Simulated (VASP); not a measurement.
# BN (F-43m) in VASP: notebook, part 2 of 2

VASP 6.6.1.

### 3 Relaxation of cell and atoms, LDA

This run uses another cell than the first one, of 5.95 Å³/atom, 1.037 times its volume.

The input, INCAR:

```
SYSTEM = BN
ALGO = Normal
EDIFF = 1E-7
EDIFFG = -0.005
ENCUT = 600
GGA = CA
IBRION = 2
ISIF = 3
ISMEAR = 0
LASPH = .True.
LCHARG = .False.
LREAL = .False.
LWAVE = .False.
NELM = 60
NSW = 70
PREC = Accurate
SIGMA = 0.02
```

The input, KPOINTS:

```
k-points
0
Gamma
  12 12 12
  0 0 0
```

The input, POSCAR:

```
BN
1.0
    0.0000000000      1.8123485119      1.8123485119
    1.8123485119      0.0000000000      1.8123485119
    1.8123485119      1.8123485119      0.0000000000
B N
1 1
Direct
    0.0000000000      0.0000000000      0.0000000000
    0.7500000000      0.7500000000      0.7500000000
```

Potentials or basis: VASP PAW LDA potentials, release 64 (B, N).

Launch:

```sh
$ cat potpaw_LDA.64/B/POTCAR potpaw_LDA.64/N/POTCAR > POTCAR
$ mpirun -np 1 vasp_std > vasp.out
```

OUTCAR:

```text
SYSTEM = BN
   EDIFF = 1E-7
   EDIFFG = -0.005
   ENCUT = 600
   GGA = CA
   IBRION = 2
   ISIF = 3
   ISMEAR = 0
   LASPH = .True.
   LREAL = .False.
   NELM = 60
   NSW = 70
   PREC = Accurate

 ion  position               nearest neighbor table
   1  0.000  0.000  0.000-   2 1.57   2 1.57   2 1.57   2 1.57
   2  0.750  0.750  0.750-   1 1.57   1 1.57   1 1.57   1 1.57

  LATTYP: Found a face centered cubic cell.
 ALAT       =     3.6246970238

  Lattice vectors:

 A1 = (   0.0000000000,   1.8123485119,   1.8123485119)
 A2 = (   1.8123485119,   0.0000000000,   1.8123485119)
 A3 = (   1.8123485119,   1.8123485119,   0.0000000000)

Analysis of symmetry for initial positions (statically):
=====================================================================
 Subroutine PRICEL returns:
 Original cell was already a primitive cell.

 Routine SETGRP: Setting up the symmetry group for a
 face centered cubic supercell.

 Subroutine GETGRP returns: Found 24 space group operations
 (whereof 24 operations were pure point group operations)
 out of a pool of 48 trial point group operations.

The static configuration has the point symmetry T_d .

Analysis of symmetry for dynamics (positions and initial velocities):
=====================================================================
 Subroutine PRICEL returns:
 Original cell was already a primitive cell.

 Routine SETGRP: Setting up the symmetry group for a
 face centered cubic supercell.

 Subroutine GETGRP returns: Found 24 space group operations
 (whereof 24 operations were pure point group operations)
 out of a pool of 48 trial point group operations.

The dynamic configuration has the point symmetry T_d .

 Subroutine INISYM returns: Found 24 space group operations
 (whereof 24 operations are pure point group operations),
 and found     1 'primitive' translations

[... 128 lines left out ...]
  energy-cutoff  :      600.00
  volume of cell :       11.91
 maximum number of plane-waves:       415
   NGX = 11   NGY = 11   NGZ = 11

--------------------------------------- Ionic step        1  -------------------------------------------

 number of electron       8.0000000 magnetization

 Free energy of the ion-electron system (eV)
  ---------------------------------------------------
  ext. energy  EPLUGINS =         0.00000000
  ---------------------------------------------------
  free energy    TOTEN  =       -19.40017457 eV

  energy without entropy =      -19.40017457  energy(sigma->0) =      -19.40017457

------------------------ aborting loop because EDIFF is reached ----------------------------------------

  FORCE on cell =-STRESS in cart. coord.  units (eV):
  Direction    XX          YY          ZZ          XY          YZ          ZX
  --------------------------------------------------------------------------------------
  -------------------------------------------------------------------------------------
  Total       -0.9823131     -0.9823131     -0.9823131      0.0000000      0.0000000      0.0000000
  in kB     -132.1920684   -132.1920684   -132.1920684      0.0000000      0.0000000      0.0000000
  external PRESSURE =    -132.1920684 kB  Pullay stress =       0.0000000 kB
[... 59 lines left out ...]
--------------------------------------- Ionic step        3  -------------------------------------------

 number of electron       7.9999999 magnetization

 Free energy of the ion-electron system (eV)
  ---------------------------------------------------
  ext. energy  EPLUGINS =         0.00000000
  ---------------------------------------------------
  free energy    TOTEN  =       -19.41757159 eV

  energy without entropy =      -19.41757159  energy(sigma->0) =      -19.41757159

 E-fermi :   7.8731     XC(G=0): -13.2341

 val. band max:        7.7269031333   @ k =   0.0000   0.0000   0.0000
 cond. band min:      12.1023632734   @ k =   0.5000   0.5000   0.0000
 fundamental gap:      4.3754601401
 Fermi energy:         7.8730680029

 k-point     1 :       0.0000    0.0000    0.0000
  band No.  band energies     occupation
      1     -12.6487      2.00000
      2       7.7269      2.00000
      3       7.7269      2.00000
      4       7.7269      2.00000
      5      16.5368      0.00000
      6      16.5368      0.00000
      7      16.5368      0.00000
      8      18.6061      0.00000
[... 243 lines left out ...]
 k-point    24 :      -0.4167    0.1667    0.0000
  band No.  band energies     occupation
      1      -7.8636      2.00000
      2      -2.5211      2.00000
      3       3.5216      2.00000
      4       5.0775      2.00000
      5      17.0469      0.00000
      6      20.0251      0.00000
      7      20.2459      0.00000
      8      23.5963      0.00000

 [... further k-points ...]

------------------------ aborting loop because EDIFF is reached ----------------------------------------

  FORCE on cell =-STRESS in cart. coord.  units (eV):
  Direction    XX          YY          ZZ          XY          YZ          ZX
  --------------------------------------------------------------------------------------
  -------------------------------------------------------------------------------------
  Total       -0.0069399     -0.0069399     -0.0069399     -0.0000000      0.0000000     -0.0000000
  in kB       -0.9670333     -0.9670333     -0.9670333     -0.0000000      0.0000000     -0.0000000
  external PRESSURE =      -0.9670333 kB  Pullay stress =       0.0000000 kB
[... 17 lines left out ...]
  FREE ENERGIE OF THE ION-ELECTRON SYSTEM (eV)
  ---------------------------------------------------
  free  energy   TOTEN  =       -19.4175715867 eV

  energy  without entropy=      -19.4175715867  energy(sigma->0) =      -19.41757159

 reached required accuracy - stopping structural energy minimisation
```

CONTCAR:

```text
BN
   1.00000000000000
     0.0000000000000000    1.7914214125959311    1.7914214125959311
     1.7914214125959311   -0.0000000000000000    1.7914214125959311
     1.7914214125959311    1.7914214125959311    0.0000000000000000
  B               N
     1     1
Direct
     0.0000000000000000    0.0000000000000000    0.0000000000000000
     0.7500000000000000    0.7500000000000000    0.7500000000000000

  0.00000000E+00  0.00000000E+00  0.00000000E+00
  0.00000000E+00  0.00000000E+00  0.00000000E+00
```

Run time: 15 s. Hardware: 1 thread of Intel Xeon 8259CL, shared host; peak memory 0.12 GiB.

Results:

| Property | Result |
| --- | --- |
| Free energy | -19.4176 eV |
| Relaxed volume | 5.75 Å³/atom |
| Relaxed cell | a = 2.533 Å, b = 2.533 Å, c = 2.533 Å, α = 60.00°, β = 60.00°, γ = 60.00° |
| Space group after relaxing (to 0.05 Å) | F-43m (No. 216) |
| Energy gained by relaxing | 8.7 meV/atom |
| Ionic steps | 3 |
| Pressure after relaxing | -0.1 GPa |
| Band gap on the k mesh | 4.38 eV, indirect (least direct gap 8.81 eV) |

The path:
| step | energy change (eV) | largest force (eV/Å) | pressure (GPa) | volume (Å³) |
| --- | --- | --- | --- | --- |
| 1 | 0.0000 | 0.0000 | -13.22 | 11.91 |
| 2 | 0.0026 | 0.0000 | 15.84 | 11.08 |
| 3 | -0.0174 | 0.0000 | -0.10 | 11.50 |

Final structure:
```xyz
2
Lattice="0.0000 1.7914 1.7914 1.7914 0.0000 1.7914 1.7914 1.7914 0.0000" Properties=species:S:1:pos:R:3 pbc="T T T"
B     0.0000    0.0000    0.0000
N     2.6871    2.6871    2.6871
```
